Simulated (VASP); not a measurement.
Here is a VASP 6.6.1 calculation.

INCAR

```
ALGO = Fast
EDIFF = 1E-8
ENCUT = 520
GGA = CA
IBRION = 8
ISIF = 2
ISMEAR = -1
LASPH = True
LCHARG = False
LREAL = False
LWAVE = False
NBANDS = 20
NELM = 60
NSW = 1
PREC = Accurate
SIGMA = 0.05
```

KPOINTS

```
k-points
0
Gamma
  7 7 4
```

The input POSCAR:

```
In
1.0
    3.3354847820      0.0000000000      0.0000000000
   -1.6677423910      2.8886145552      0.0000000000
    0.0000000000      0.0000000000      5.5091429200
In
2
Direct
    0.6666666667      0.3333333333      0.7500000000
    0.3333333333      0.6666666667      0.2500000000
```

Potentials or basis: VASP PAW LDA potentials, release 64 (In_d).

Command:

```sh
$ cat potpaw_LDA.64/In_d/POTCAR > POTCAR
$ mpirun -np 1 vasp_std > vasp.out
```

(1) What does it give for the highest phonon frequency at Γ?

Results:

(1) 107 cm⁻¹.

Caveat: the cell stands under pressure or tension, which shifts response properties.
